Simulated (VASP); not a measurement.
Here is a VASP 6.6.1 calculation.

Contents of INCAR:

```
SYSTEM = TiO2
  ALGO = Normal
  EDIFF = 1E-7
  ENCUT = 520
  GGA = PS
  ISIF = 2
  ISMEAR = -1
  LASPH = .True.
  LCHARG = .True.
  LELF = .True.
  LREAL = .False.
  LVHAR = .True.
  LWAVE = .False.
  NBANDS = 33
  NELM = 100
  PREC = Accurate
  SIGMA = 0.146
```

The input KPOINTS:

```
k-points
0
Gamma
  6 6 6
  0 0 0
```

Contents of POSCAR:

```
TiO2
1.0
   -1.8888993355      1.8888993355      4.7917223787
    1.8888993355     -1.8888993355      4.7917223787
    1.8888993355      1.8888993355     -4.7917223787
Ti O
2 4
Direct
   -0.0135479880      0.0057240819     -0.0448366932
    0.7442296120      0.2822269612      0.5359870063
    0.2208421539      0.2220814999      0.0329789941
    0.9830574833      0.4208279457      0.5086824808
    0.5302204434     -0.0158756246      0.4440842793
    0.8236784604      0.7594214628      0.0407321865
```

Potentials or basis: VASP PAW PBE potentials, release 64 (Ti_sv, O).

The run is started by

```console
$ cat potpaw_PBE.64/Ti_sv/POTCAR potpaw_PBE.64/O/POTCAR > POTCAR
$ mpirun -np 1 vasp_std > vasp.out
```

Task: What does it give for the largest force?

Result: 3.610 eV/Å.

Task: Estimate the band gap on the k mesh.

Result: 2.57 eV, indirect (least direct gap 3.03 eV).

Forces on the atoms (eV/Å):
```
Ti  -0.223  1.315 -3.355
Ti  -0.850  0.775  1.664
O   -0.189 -0.832  0.320
O    0.192 -1.013  0.581
O    0.332  0.411  0.337
O    0.737 -0.656  0.454
```

Caveat: the PAW data sets were made with another functional, which shifts forces and pressure a little. Expect the measured gap to be larger: semilocal functionals such as PBEsol lack the derivative discontinuity.
